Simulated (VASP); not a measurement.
# NaH (I4/mmm) in VASP: settings compared, part 2 of 2

VASP 6.6.1. The steps go on from the part before.

## 3. Relaxation of cell and atoms, PBEsol

This run uses another cell than the first one, of 13.59 Å³/atom.

The input, INCAR:

```
ALGO = Normal
EDIFF = 1E-6
EDIFFG = -0.01
ENCUT = 600
GGA = PS
IBRION = 2
ISIF = 3
ISMEAR = -1
LASPH = True
LCHARG = False
LREAL = False
LWAVE = False
NELM = 60
NSW = 100
PREC = Accurate
SIGMA = 0.03
```

The input, KPOINTS:

```
k-points
0
Gamma
  10 10 10
```

The input, POSCAR:

```
NaH
1.0
   -1.6512177400      1.6512177400      4.9846291800
    1.6512177400     -1.6512177400      4.9846291800
    1.6512177400      1.6512177400     -4.9846291800
Na H
2 2
Direct
    0.8845159600      0.8845159600      0.0000000000
    0.1154840400      0.1154840400      0.0000000000
    0.6881518000      0.6881518000      0.0000000000
    0.3118482000      0.3118482000      0.0000000000
```

Potentials or basis: VASP PAW PBE potentials, release 64 (Na_pv, H).

Command:

```sh
$ cat potpaw_PBE.64/Na_pv/POTCAR potpaw_PBE.64/H/POTCAR > POTCAR
$ mpirun -np 1 vasp_std > vasp.out
```

OUTCAR:

```text
EDIFF = 1E-6
   EDIFFG = -0.01
   ENCUT = 600
   GGA = PS
   IBRION = 2
   ISIF = 3
   ISMEAR = -1
   LASPH = True
   LREAL = False
   NELM = 60
   NSW = 100
   PREC = Accurate

 ion  position               nearest neighbor table
   1  0.885  0.885  0.000-   2 2.30
   2  0.115  0.115  0.000-   1 2.30
   3  0.688  0.688  0.000-
   4  0.312  0.312  0.000-

  LATTYP: Found a body centered tetragonal cell.
 ALAT       =     3.3024354800
 C/A-ratio  =     3.0187594642

  Lattice vectors:

 A1 = (  -1.6512177400,   1.6512177400,   4.9846291800)
 A2 = (   1.6512177400,  -1.6512177400,   4.9846291800)
 A3 = (   1.6512177400,   1.6512177400,  -4.9846291800)

Analysis of symmetry for initial positions (statically):
=====================================================================
 Subroutine PRICEL returns:
 Original cell was already a primitive cell.

 Routine SETGRP: Setting up the symmetry group for a
 body centered tetragonal supercell.

 Subroutine GETGRP returns: Found 16 space group operations
 (whereof 16 operations were pure point group operations)
 out of a pool of 16 trial point group operations.

The static configuration has the point symmetry D_4h.

Analysis of symmetry for dynamics (positions and initial velocities):
=====================================================================
 Subroutine PRICEL returns:
 Original cell was already a primitive cell.

 Routine SETGRP: Setting up the symmetry group for a
 body centered tetragonal supercell.

 Subroutine GETGRP returns: Found 16 space group operations
 (whereof 16 operations were pure point group operations)
 out of a pool of 16 trial point group operations.

The dynamic configuration has the point symmetry D_4h.

 Subroutine INISYM returns: Found 16 space group operations
 (whereof 16 operations are pure point group operations),
 and found     1 'primitive' translations

----------------------------------------------------------------------------------------

                                     Primitive cell

  volume of cell :      54.3628

  direct lattice vectors                    reciprocal lattice vectors
    -1.651217740  1.651217740  4.984629180     0.000000000  0.302806824  0.100308364
     1.651217740 -1.651217740  4.984629180     0.302806824  0.000000000  0.100308364
     1.651217740  1.651217740 -4.984629180     0.302806824  0.302806824  0.000000000

  length of vectors
     5.504504348  5.504504348  5.504504348     0.318988622  0.318988622  0.428233518

  position of ions in fractional coordinates (direct lattice)
     0.884515960  0.884515960  0.000000000
     0.115484040  0.115484040  0.000000000
     0.688151800  0.688151800  0.000000000
     0.311848200  0.311848200  0.000000000

  ion indices of the primitive-cell ions
   primitive index   ion index
                 1           1
                 2           2
                 3           3
                 4           4

----------------------------------------------------------------------------------------

 KPOINTS: k-points
[... 61 lines left out ...]
   ICHARG =      2    charge: 1-file 2-atom 10-const
   ISPIN  =      1    spin polarized calculation?
   LNONCOLLINEAR =      F non collinear calculations
   LSORBIT =      F    spin-orbit coupling
   LASPH  =      T    aspherical Exc in radial PAW
   ENCUT  =  600.0 eV  44.10 Ry    6.64 a.u.  10.99 10.99 10.99*2*pi/ulx,y,z
   NELM   =     60;   NELMIN=  2; NELMDL= -5     # of ELM steps
   EDIFF  = 0.1E-05   stopping-criterion for ELM
   LREAL  =      F    real-space projection
   EDIFFG = -.1E-01   stopping-criterion for IOM
   NSW    =    100    number of steps for IOM
   IBRION =      2    ionic relax: 0-MD 1-quasi-New 2-CG
   NFREE  =      1    steps in history (QN), initial steepest desc. (CG)
   ISIF   =      3    stress and relaxation
   ISYM   =      2    0-nonsym 1-usesym 2-fastsym
   POTIM  = 0.5000    time-step for ionic-motion
   TEBEG  =    0.0;   TEEND  =   0.0 temperature during run
   PSTRESS=    0.0 pullay stress
   NELECT =      16.0000    total number of electrons
   NUPDOWN=      -1.0000    fix difference up-down
   EMIN   =  10.00;   EMAX   =-10.00  energy-range for DOS
   EFERMI =   0.00;   METHOD = LEGACY
   ISMEAR =    -1;   SIGMA  =   0.03  broadening in eV -4-tet -1-fermi 0-gaus
   EFERMI_NEDOS =   21; number of points for ismear=-14 and -15
   IALGO  =     38    algorithm
   IMIX   =      4    mixing-type and parameters
     AMIX     =   0.40;   BMIX     =  1.00
     AMIX_MAG =   1.60;   BMIX_MAG =  1.00
  volume/ion in A,a.u.               =      13.59        91.71
  Fermi-wavevector in a.u.,A,eV,Ry     =   1.088966  2.057847 16.134427  1.185847
  Thomas-Fermi vector in A             =   2.225159
   LORBIT       =      0    0 simple, 1 ext, 2 COOP (PROOUT), +10 PAW based schemes
   GGA     = PS    functional components
   LHFCALC =     F    Hartree Fock is set to
   AEXX    =    0.0000 exact exchange contribution
   IVDW    =     0    specifies the selected vdW correction
   LEPSILON=     F    determine dielectric tensor
   LRPA    =     F    only Hartree local field effects (RPA)
 conjugate gradient relaxation of ions
 non-spin polarized calculation
  energy-cutoff  :      600.00
  volume of cell :       54.36
 maximum number of plane-waves:      1844
 NGX is ok and might be reduce to    48
   NGX = 21   NGY = 21   NGZ = 21

--------------------------------------- Ionic step        1  -------------------------------------------

 number of electron      16.0000000 magnetization

 Free energy of the ion-electron system (eV)
  ---------------------------------------------------
  ext. energy  EPLUGINS =         0.00000000
  ---------------------------------------------------
  free energy    TOTEN  =        -8.40092323 eV

  energy without entropy =       -8.40092323  energy(sigma->0) =       -8.40092323

------------------------ aborting loop because EDIFF is reached ----------------------------------------

  FORCE on cell =-STRESS in cart. coord.  units (eV):
  Direction    XX          YY          ZZ          XY          YZ          ZX
  --------------------------------------------------------------------------------------
  -------------------------------------------------------------------------------------
  Total       -0.5217822     -0.5217822      3.9764204      0.0000000      0.0000000      0.0000000
  in kB      -15.3779438    -15.3779438    117.1929107      0.0000000      0.0000000      0.0000000
  external PRESSURE =      28.8123410 kB  Pullay stress =       0.0000000 kB
[... 25 lines left out ...]
--------------------------------------- Ionic step        2  -------------------------------------------

 number of electron      16.0000001 magnetization

 E-fermi :   0.4021     XC(G=0):  -7.8961

 val. band max:       -0.2260433752   @ k =  -0.3000   0.3000   0.0000
 cond. band min:       1.3786606584   @ k =   0.0000   0.0000   0.0000
 fundamental gap:      1.6047040336
 Fermi energy:         0.4021120285

 k-point     1 :       0.0000    0.0000    0.0000
  band No.  band energies     occupation
      1     -23.6834      2.00000
      2     -23.3750      2.00000
      3     -23.3750      2.00000
      4     -23.3617      2.00000
      5     -23.3488      2.00000
      6     -23.3488      2.00000
      7      -4.7168      2.00000
      8      -0.5547      2.00000
      9       1.3787      0.00000
     10       8.8033      0.00000
     11      10.5790      0.00000
     12      11.1052      0.00000
[... 414 lines left out ...]
  FREE ENERGIE OF THE ION-ELECTRON SYSTEM (eV)
  ---------------------------------------------------
  free  energy   TOTEN  =        -9.6656737059 eV

  energy  without entropy=       -9.6656737059  energy(sigma->0) =       -9.66567371

[... ionic steps 4 to 14 ...]

--------------------------------------- Ionic step       15  -------------------------------------------

 number of electron      15.9999994 magnetization

------------------------ aborting loop because EDIFF is reached ----------------------------------------
[... 71 lines left out ...]
--------------------------------------- Ionic step       17  -------------------------------------------

 number of electron      15.9999992 magnetization

 Free energy of the ion-electron system (eV)
  ---------------------------------------------------
  ext. energy  EPLUGINS =         0.00000000
  ---------------------------------------------------
  free energy    TOTEN  =        -9.83741792 eV

  energy without entropy =       -9.83741792  energy(sigma->0) =       -9.83741792

 E-fermi :  -0.6695     XC(G=0):  -6.9693

 val. band max:       -1.3473773432   @ k =   0.5000   0.5000  -0.0000
 cond. band min:       1.0856342238   @ k =   0.0000   0.0000   0.0000
 fundamental gap:      2.4330115671
 Fermi energy:        -0.6694995876

 k-point     1 :       0.0000    0.0000    0.0000
  band No.  band energies     occupation
      1     -23.8500      2.00000
      2     -23.7892      2.00000
      3     -23.7249      2.00000
      4     -23.7249      2.00000
      5     -23.7061      2.00000
      6     -23.7061      2.00000
      7      -4.9682      2.00000
      8      -2.7675      2.00000
      9       1.0856      0.00000
     10       7.1047      0.00000
     11       7.7820      0.00000
     12       9.7111      0.00000
[... 376 lines left out ...]
  FREE ENERGIE OF THE ION-ELECTRON SYSTEM (eV)
  ---------------------------------------------------
  free  energy   TOTEN  =        -9.8374179157 eV

  energy  without entropy=       -9.8374179157  energy(sigma->0) =       -9.83741792

 reached required accuracy - stopping structural energy minimisation
```

Run time: 8.9 min. Hardware: 1 thread of Intel Xeon 6975P-C (Granite Rapids), shared host; peak memory 0.37 GiB.

Results:

| Quantity | Value |
| --- | --- |
| Free energy | -9.8374 eV |
| Relaxed volume | 17.15 Å³/atom |
| Relaxed cell | a = 6.800 Å, b = 6.800 Å, c = 6.800 Å, α = 152.13°, β = 152.13°, γ = 39.83° |
| Space group after relaxing (to 0.1 Å) | I4/mmm (No. 139) |
| Energy gained by relaxing | 359.1 meV/atom |
| Ionic steps | 17 |
| Pressure after relaxing | 0.0 GPa |
| Largest force after relaxing | 0.005 eV/Å |
| Band gap on the k mesh | 2.43 eV (least direct gap 3.85 eV) |

Forces in eV/Å, atoms in the order of the input:
```
Na   0.000  0.000 -0.005
Na   0.000  0.000  0.005
H    0.000  0.000  0.003
H    0.000  0.000 -0.003
```

The path:
| step | energy change (eV) | largest force (eV/Å) | pressure (GPa) | volume (Å³) |
| --- | --- | --- | --- | --- |
| 1 | 0.0000 | 1.5238 | 2.88 | 54.36 |
| 2 | -0.5230 | 1.1583 | 1.67 | 56.26 |
| 3 | -1.2648 | 0.4963 | 0.81 | 60.81 |
| 4 | -0.9150 | 0.8287 | 1.32 | 68.78 |
| 5 | -1.4105 | 0.0973 | 1.12 | 63.68 |
| 6 | -1.4147 | 0.0380 | 1.16 | 63.27 |
| 7 | -1.4149 | 0.0582 | 1.11 | 63.11 |
| 8 | -1.4265 | 0.0653 | 0.38 | 64.95 |
| 9 | -1.4288 | 0.0701 | -0.01 | 66.10 |
| 10 | -1.4288 | 0.0707 | -0.03 | 66.24 |
| 11 | -1.4288 | 0.0712 | -0.06 | 66.33 |
| 12 | -1.4300 | 0.0537 | -0.05 | 66.40 |
| 13 | -1.4317 | 0.0381 | 0.03 | 66.53 |
| 14 | -1.4325 | 0.0413 | 0.15 | 66.80 |
| 15 | -1.4326 | 0.0383 | 0.10 | 66.72 |
| 16 | -1.4341 | 0.0297 | 0.10 | 67.19 |
| 17 | -1.4365 | 0.0055 | 0.02 | 68.59 |

Final structure:
```xyz
4
Lattice="-1.6377 1.6377 6.3934 1.6377 -1.6377 6.3934 1.6377 1.6377 -6.3934" Properties=species:S:1:pos:R:3 pbc="T T T"
Na    0.0000    0.0000   10.7908
Na    0.0000    0.0000    1.9960
H     0.0000    0.0000    8.3803
H     0.0000    0.0000    4.4065
```

Caveat: the volume moved by over 15 % at a fixed basis, so the end points are rough; the PAW data sets were made with another functional, which shifts forces and pressure a little.
